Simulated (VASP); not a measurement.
# BN (P6_3mc) in VASP: single point with HSE06

Aim: the single point of BN with HSE06.

Program: VASP 6.6.1. These are calculated values, not measurements. Logs are shortened: lines on timing, memory, paths and dates and some standing lists are left out, and cuts for length are marked.

## Step 1: The cell of the first run

It takes space group P6_3mc (No. 186, hexagonal). The conventional cell has a = 2.544 Å, b = 2.544 Å, c = 4.208 Å, α = 90.00°, β = 90.00°, γ = 120.00°. B (site symmetry 3m) has 4 N at 1.56 to 1.58 Å within 2.1 Å. N (site symmetry 3m) has 4 B at 1.56 to 1.58 Å within 2.1 Å.

## Step 2: Single point, HSE06

Contents of POSCAR:

```
BN
1.0
    2.5439500026      0.0000000000      0.0000000000
   -1.2719750013      2.2031253282      0.0000000000
    0.0000000000      0.0000000000      4.2078153385
B N
2 2
Direct
    0.3333333333      0.6666666667      0.0002034647
    0.6666666667      0.3333333333      0.5002034647
    0.3333333333      0.6666666667      0.3747965353
    0.6666666667      0.3333333333      0.8747965353
```

Contents of INCAR.step1:

```
PREC = Accurate
ENCUT = 520
EDIFF = 1E-5
ISMEAR = 0
SIGMA = 0.01
LREAL = F
LASPH = T
NELM = 120
ALGO = Normal
ISIF = 2
LWAVE = T
LCHARG = F
GGA = PE
NBANDS = 16
GGA_COMPAT = F
```

Contents of INCAR.step2:

```
PREC = Accurate
ENCUT = 520
EDIFF = 1E-6
ISMEAR = 0
SIGMA = 0.01
LREAL = F
LASPH = T
NELM = 120
ALGO = Normal
ISIF = 2
LWAVE = F
LCHARG = F
GGA = PE
LHFCALC = T
HFSCREEN = 0.2079
PRECFOCK = Normal
ISTART = 1
NBANDS = 16
GGA_COMPAT = F
```

Contents of KPOINTS:

```
regular mesh
0
Gamma
  9 9 4
```

Potentials or basis: VASP PAW PBE potentials, release 64 (B, N).

Started as:

```console
> cat potpaw_PBE.64/B/POTCAR potpaw_PBE.64/N/POTCAR > POTCAR
> cp INCAR.step1 INCAR
> mpirun -np 1 vasp_std > vasp.out
> cp INCAR.step2 INCAR
> mpirun -np 1 vasp_std > vasp.out
```

OUTCAR:

```text
PREC = Accurate
   ENCUT = 520
   EDIFF = 1E-6
   ISMEAR = 0
   LREAL = F
   LASPH = T
   NELM = 120
   ISIF = 2
   GGA = PE
   LHFCALC = T
   HFSCREEN = 0.2079
   PRECFOCK = Normal
   ISTART = 1

 ion  position               nearest neighbor table
   1  0.333  0.667  0.000-   4 1.56   4 1.56   4 1.56   3 1.58
   2  0.667  0.333  0.500-   3 1.56   3 1.56   3 1.56   4 1.58
   3  0.333  0.667  0.375-   2 1.56   2 1.56   2 1.56   1 1.58
   4  0.667  0.333  0.875-   1 1.56   1 1.56   1 1.56   2 1.58

  LATTYP: Found a hexagonal cell.
 ALAT       =     2.5439500026
 C/A-ratio  =     1.6540479704

  Lattice vectors:

 A1 = (   2.5439500026,   0.0000000000,   0.0000000000)
 A2 = (  -1.2719750013,   2.2031253282,   0.0000000000)
 A3 = (   0.0000000000,   0.0000000000,   4.2078153385)

Analysis of symmetry for initial positions (statically):
=====================================================================
 Subroutine PRICEL returns:
 Original cell was already a primitive cell.

 Routine SETGRP: Setting up the symmetry group for a
 hexagonal supercell.

 Subroutine GETGRP returns: Found 12 space group operations
 (whereof  6 operations were pure point group operations)
 out of a pool of 24 trial point group operations.

The static configuration has the point symmetry C_3v.
 The point group associated with its full space group is C_6v.

Analysis of symmetry for dynamics (positions and initial velocities):
=====================================================================
 Subroutine PRICEL returns:
 Original cell was already a primitive cell.

 Routine SETGRP: Setting up the symmetry group for a
 hexagonal supercell.

 Subroutine GETGRP returns: Found 12 space group operations
 (whereof  6 operations were pure point group operations)
 out of a pool of 24 trial point group operations.

The dynamic configuration has the point symmetry C_3v.
 The point group associated with its full space group is C_6v.

 Subroutine INISYM returns: Found 12 space group operations
 (whereof  6 operations are pure point group operations),
 and found     1 'primitive' translations

[... 103 lines left out ...]
   NFREE  =      0    steps in history (QN), initial steepest desc. (CG)
   ISIF   =      2    stress and relaxation
   ISYM   =      3    0-nonsym 1-usesym 2-fastsym
   POTIM  = 0.5000    time-step for ionic-motion
   TEBEG  =    0.0;   TEEND  =   0.0 temperature during run
   PSTRESS=    0.0 pullay stress
   NELECT =      16.0000    total number of electrons
   NUPDOWN=      -1.0000    fix difference up-down
   EMIN   =  10.00;   EMAX   =-10.00  energy-range for DOS
   EFERMI =   0.00;   METHOD = LEGACY
   ISMEAR =     0;   SIGMA  =   0.01  broadening in eV -4-tet -1-fermi 0-gaus
   EFERMI_NEDOS =   21; number of points for ismear=-14 and -15
   IALGO  =     38    algorithm
   IMIX   =      1    mixing-type and parameters
     AMIX     =   0.40;   BMIX     =  1.00
     AMIX_MAG =   1.60;   BMIX_MAG =  1.00
  volume/ion in A,a.u.               =       5.90        39.79
  Fermi-wavevector in a.u.,A,eV,Ry     =   1.438512  2.718393 28.154745  2.069315
  Thomas-Fermi vector in A             =   2.557470
   LORBIT       =      0    0 simple, 1 ext, 2 COOP (PROOUT), +10 PAW based schemes
   GGA     = PE    functional components
   LHFCALC =     T    Hartree Fock is set to
   PRECFOCK=normal    Normal, Fast or Accurate (Low or Medium for compatibility)
   ENCUT4O =  -1.0   cutoff for four orbital integrals eV
   NKREDX  =     1    reduce k-point grid by
   NKREDY  =     1    reduce k-point grid by
   NKREDZ  =     1    reduce k-point grid by
   AEXX    =    0.2500 exact exchange contribution
   HFSCREEN=    0.2079 screening length (either q_TF or 0.3 A-1)
   HFSCREENC=   0.2079 screening length for correlation (either q_TF or 0.3 A-1)
   ENCUTFOCK=  -1.0 apply spherical cutoff to Coloumb kernel
   IVDW    =     0    specifies the selected vdW correction
   LEPSILON=     F    determine dielectric tensor
   LRPA    =     F    only Hartree local field effects (RPA)
 non-spin polarized calculation
 Gauss-broadening in eV      SIGMA  =   0.01
  energy-cutoff  :      520.00
  volume of cell :       23.58
 maximum number of plane-waves:       652
 NGX is ok and might be reduce to    20
  NGX = 16; NGY = 16; NGZ = 24

 number of electron      16.0000000 magnetization

 Free energy of the ion-electron system (eV)
  ---------------------------------------------------
  ext. energy  EPLUGINS =         0.00000000
  ---------------------------------------------------
  free energy    TOTEN  =       -40.58115077 eV

  energy without entropy =      -40.58115077  energy(sigma->0) =      -40.58115077

 E-fermi :   6.8007     XC(G=0): -10.4866

 val. band max:        6.7337429897   @ k =   0.0000   0.0000   0.0000
 cond. band min:      13.2443908350   @ k =   0.3333   0.3333   0.0000
 fundamental gap:      6.5106478453
 Fermi energy:         6.8006842541

 k-point     1 :       0.0000    0.0000    0.0000
  band No.  band energies     occupation
      1     -15.5799      2.00000
      2     -11.1183      2.00000
      3      -5.1524      2.00000
      4       4.4321      2.00000
      5       4.4321      2.00000
      6       6.4663      2.00000
[... 433 lines left out ...]
      3      -2.8207      2.00000
      4      -2.2779      2.00000
      5      -2.2779      2.00000
      6      -0.0314      2.00000
[... 8 lines left out ...]
     15      25.5284      0.00000
     16      25.5284      0.00000

 [... further k-points ...]

------------------------ aborting loop because EDIFF is reached ----------------------------------------

  FORCE on cell =-STRESS in cart. coord.  units (eV):
  Direction    XX          YY          ZZ          XY          YZ          ZX
  --------------------------------------------------------------------------------------
  -------------------------------------------------------------------------------------
  Total       -0.5536044     -0.5536044     -0.6410661      0.0000000      0.0000000      0.0000000
  in kB      -37.6102037    -37.6102037    -43.5520878      0.0000000      0.0000000      0.0000000
  external PRESSURE =     -39.5908317 kB  Pullay stress =       0.0000000 kB

 VOLUME and BASIS-vectors are now :
 -----------------------------------------------------------------------------
  energy-cutoff  :      520.00
  volume of cell :       23.58
      direct lattice vectors                 reciprocal lattice vectors
     2.543950003  0.000000000  0.000000000     0.393089486  0.226950321  0.000000000
    -1.271975001  2.203125328  0.000000000     0.000000000  0.453900642  0.000000000
     0.000000000  0.000000000  4.207815338     0.000000000  0.000000000  0.237653015

 POSITION                                       TOTAL-FORCE (eV/Angst)
 -----------------------------------------------------------------------------------
     -0.00000      1.46875      0.00086         0.000000     -0.000000     -0.008744
      1.27198      0.73438      2.10476        -0.000000      0.000000     -0.008744
     -0.00000      1.46875      1.57707         0.000000      0.000000      0.008744
      1.27198      0.73438      3.68098        -0.000000     -0.000000      0.008744
 -----------------------------------------------------------------------------------
    total drift:                                0.000000     -0.000000     -0.000069

  FREE ENERGIE OF THE ION-ELECTRON SYSTEM (eV)
  ---------------------------------------------------
  free  energy   TOTEN  =       -40.5811507734 eV

  energy  without entropy=      -40.5811507734  energy(sigma->0) =      -40.58115077
```

OSZICAR.step1:

```text
N       E                     dE             d eps       ncg     rms          rms(c)
DAV:   1     0.358724490202E+02    0.35872E+02   -0.83743E+03  1152   0.976E+02
DAV:   2    -0.346771963327E+02   -0.70550E+02   -0.67009E+02  1640   0.228E+02
DAV:   3    -0.367732242882E+02   -0.20960E+01   -0.20929E+01  1320   0.364E+01
DAV:   4    -0.367779377735E+02   -0.47135E-02   -0.47131E-02  1392   0.194E+00
DAV:   5    -0.367779510566E+02   -0.13283E-04   -0.13283E-04  1288   0.946E-02    0.951E+00
DAV:   6    -0.349944610858E+02    0.17835E+01   -0.22337E+00  1448   0.136E+01    0.452E+00
DAV:   7    -0.348562127814E+02    0.13825E+00   -0.32438E-01  1440   0.458E+00    0.275E+00
DAV:   8    -0.348285341824E+02    0.27679E-01   -0.53441E-02  1336   0.188E+00    0.259E-01
DAV:   9    -0.348273151284E+02    0.12191E-02   -0.19214E-03  1320   0.523E-01    0.135E-01
DAV:  10    -0.348275889419E+02   -0.27381E-03   -0.48070E-04  1352   0.172E-01    0.253E-02
DAV:  11    -0.348275959551E+02   -0.70133E-05   -0.32281E-05  1432   0.551E-02
   1 F= -.34827596E+02 E0= -.34827596E+02  d E =-.101104E-18
```

Run time: 48 min. Hardware: 1 thread of Intel Xeon Platinum 8488C (Sapphire Rapids), shared host; peak memory 0.25 GiB.

What came out:

| Property | Result |
| --- | --- |
| Free energy | -40.5812 eV |
| Pressure | -4.0 GPa |
| Largest force | 0.009 eV/Å |
| Band gap on the k mesh | 6.51 eV (least direct gap 9.94 eV) |

Forces on the atoms (eV/Å):
```
B    0.000  0.000 -0.009
B    0.000  0.000 -0.009
N    0.000  0.000  0.009
N    0.000  0.000  0.009
```

Caveat: the cell stands under tension; the structure was generated, so it needn't be the stable form of BN; the PAW data sets were made with another functional, which shifts forces and pressure a little.
